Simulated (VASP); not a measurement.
HfO2: relaxation of shape and atoms at fixed volume with r2SCAN

HfO2:

```xyz
6
Lattice="3.5407 0.0000 0.0000 0.0000 3.5407 0.0000 0.0000 0.0000 5.1501" Properties=species:S:1:pos:R:3 pbc="T T T"
Hf    1.7703    1.7703    2.5751
Hf    0.0000    0.0000    0.0000
O     0.0000    1.7703    3.5853
O     1.7703    0.0000    4.1399
O     1.7703    0.0000    1.5648
O     0.0000    1.7703    1.0103
```

```yaml
Program: VASP 6.6.1
Task: relaxation of shape and atoms at fixed volume
Functional: r2SCAN
Potentials_or_basis: VASP PAW PBE potentials, release 64 (Hf_pv, O)
Cutoff: 600 eV
k_mesh: 6 × 6 × 6
Occupations: gaussian, width 0.02 eV
Spin: no spin polarisation
Dipole_correction: no
Further_INCAR_settings: ALGO = Normal; EDIFF = 1e-06; IBRION = 2; EDIFFG = -0.01; NSW = 50; ISIF = 4
```

* Energy gained by relaxing: 0.9 meV/atom
* Ionic steps: 5
* Pressure after relaxing: 3.1 GPa
* Band gap on the k mesh: 5.30 eV (least direct gap 5.39 eV)

The path:
```tsv
step	energy change (eV)	largest force (eV/Å)	pressure (GPa)	volume (Å³)
1	0.0000	0.1154	4.39	64.56
2	-0.0026	0.0896	3.98	64.56
3	-0.0043	0.0477	3.33	64.56
4	-0.0053	0.0082	2.99	64.56
5	-0.0054	0.0010	3.05	64.56
```

Final structure:
```yaml
crystal:
  lattice:
    - [3.54652, 0.00000, 0.00000]
    - [0.00000, 3.54652, 0.00000]
    - [0.00000, 0.00000, 5.13320]
  atoms:
    - { symbol: Hf, position: [0.50000, 0.50000, 0.50000] }
    - { symbol: Hf, position: [0.00000, 0.00000, 0.00000] }
    - { symbol: O, position: [0.00000, 0.50000, 0.70026] }
    - { symbol: O, position: [0.50000, 0.00000, 0.79974] }
    - { symbol: O, position: [0.50000, 0.00000, 0.29974] }
    - { symbol: O, position: [0.00000, 0.50000, 0.20026] }
```

Levels at points of the mesh, in eV from the valence-band top:
```tsv
k point	band 18	band 19	band 20	band 21	band 22	band 23	band 24	band 25	band 26
(0.00, 0.00, 0.00)	-1.31	-0.57	-0.12	-0.08	-0.08	5.30	5.32	6.51	6.82
(0.50, 0.00, 0.00)	-2.24	-1.50	-1.50	-0.13	-0.13	5.69	5.69	6.76	6.76
(0.50, 0.50, 0.00)	-1.09	-0.81	-0.81	-0.43	-0.43	6.27	6.27	6.76	6.76
(0.00, 0.00, 0.50)	-2.79	-0.62	-0.62	0.00	0.00	5.99	5.99	6.28	6.28
(0.50, 0.00, 0.50)	-2.00	-1.43	-1.43	-1.01	-1.01	5.85	5.85	6.21	6.21
(0.50, 0.50, 0.50)	-1.98	-1.40	-1.40	-0.01	-0.01	6.58	6.58	6.85	6.85
```

Wall time 23 min on 1 thread of Intel Xeon 8259CL, on a shared host, peak memory 0.24 GiB.

Caveat: the PAW data sets were made with another functional, which shifts forces and pressure a little; spin-orbit coupling is left out, which moves the levels of the heavy elements. A k mesh can miss the band edges.
